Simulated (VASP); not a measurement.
Write the native input for VASP 6.6.1 that does the following.

```
Task                   : single point
Functional             : LDA
Potentials or basis    : VASP PAW LDA potentials, release 64 (Zn, Cu_sv_GW)
Cutoff                 : 700 eV
k mesh                 : 9 × 9 × 9
Occupations            : fermi-dirac, width 0.05 eV
Spin                   : no spin polarisation
Dipole correction      : no
Second run             : valence_matched
Further INCAR settings : ALGO = Normal; EDIFF = 1e-06; NBANDS = 22
```

The structure of ZnCu lies in POSCAR:

```
ZnCu
1.0
    2.8714066533      0.0000000000      0.0000000000
    0.0000000000      2.8714066533      0.0000000000
    0.0000000000      0.0000000000      2.8714066533
Zn Cu
1 1
Direct
    0.5000000000      0.5000000000      0.5000000000
    0.0000000000      0.0000000000      0.0000000000
```

One way to write it, as run:

INCAR

```
SYSTEM = ZnCu
PREC = Accurate
ENCUT = 700
EDIFF = 1E-6
ISMEAR = -1
SIGMA = 0.05
LREAL = .FALSE.
LASPH = .TRUE.
NELM = 120
ALGO = Normal
ISIF = 2
LWAVE = .FALSE.
LCHARG = .FALSE.
GGA = CA
NBANDS = 22
GGA_COMPAT = .FALSE.
```

KPOINTS

```
Automatic mesh
0
G
  9 9 9
  0 0 0
```

Potentials or basis: VASP PAW LDA potentials, release 64 (Zn, Cu_sv_GW).

Command:

```bash
$ cat potpaw_LDA.64/Zn/POTCAR potpaw_LDA.64/Cu_sv_GW/POTCAR > POTCAR
$ mpirun -np 1 vasp_std > vasp.out
```

It gave:

```json
{
 "Pressure": "-1.9 GPa"
}
```

Run time: 13 s on 1 thread of Intel(R) Xeon(R) 6975P-C (Granite Rapids), on a shared host, peak memory 0.17 GiB.
